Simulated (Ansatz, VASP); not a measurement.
**MgO in VASP and in Ansatz**

```
Mg O
1.0
     0.00000    2.15443    2.15443
     2.15443    0.00000    2.15443
     2.15443    2.15443    0.00000
Mg O
1 1
Direct
  0.00000 0.00000 0.00000
  0.50000 0.50000 0.50000
```

Alike in both runs: task relaxation of cell and atoms; functional PBE; k mesh 16 × 16 × 16; occupations fermi-dirac, width 0.05 eV; no spin polarisation.

|  | VASP | Ansatz |
| --- | --- | --- |
| version | VASP 6.6.1 | Ansatz 0.2.0 |
| potentials or method | VASP PAW PBE potentials, release 64 (Mg, O) | PAW with Ansatz's default frozen-core files, scalar-relativistic |
| plane-wave cutoff (eV) | 600 | 420 |
| valence electrons in the cell | 8 | 16 |

Ansatz gave:

* gap on the k mesh at the Fermi level, each at its own relaxed structure (eV): 4.46
* relaxed volume (Å³/atom): 9.62
* relaxed cell length with the largest relative difference (Å): 3.008

Task: Estimate VASP's values.

Result: gap on the k mesh at the Fermi level, each at its own relaxed structure (eV): 4.51; relaxed volume (Å³/atom): 9.56; relaxed cell length with the largest relative difference (Å): 3.001.

VASP's potentials hold 8 valence electrons a cell and Ansatz's 16, so a difference there can come from the potentials and not from the codes.
